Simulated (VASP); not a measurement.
Na2S, 3 atoms in the cell. The structure is cubic, space group Fm-3m (No. 225). Conventional cell: a = 6.501 Å, b = 6.501 Å, c = 6.501 Å, α = 90.00°, β = 90.00°, γ = 90.00°. Within 3.7 Å of Na (site symmetry -43m) lie 4 S at 2.82 Å and 6 Na at 3.25 Å. S (site symmetry m-3m) has 8 Na at 2.82 Å within 3.7 Å. 

```yaml
Program: VASP 6.6.1
Task: relaxation of cell and atoms
Functional: PBEsol
Potentials_or_basis: VASP PAW PBE potentials, release 64 (Na_pv, S)
Cutoff: 500 eV
k_mesh: 6 × 6 × 6
Occupations: gaussian, width 0.01 eV
Spin: no spin polarisation
Target_pressure: 4 GPa
Dipole_correction: no
Further_INCAR_settings: ALGO = Normal; EDIFF = 1e-07; IBRION = 2; EDIFFG = -0.002; NSW = 100; ISIF = 3
```

Potentials or basis: VASP PAW PBE potentials, release 64 (Na_pv, S).

Run with:

```bash
$ cat potpaw_PBE.64/Na_pv/POTCAR potpaw_PBE.64/S/POTCAR > POTCAR
$ mpirun -np 1 vasp_std > vasp.out
```

Hardware: 1 thread of Intel(R) Xeon(R) Platinum 8559C (Emerald Rapids) (shared host).

Task: How long does it take, and how much memory?

Result: Wall time 34 s on 1 thread of Intel(R) Xeon(R) Platinum 8559C (Emerald Rapids) (shared host), peak memory 0.2 GiB. Counts: scf iterations 44, k points 16, ion steps 5.
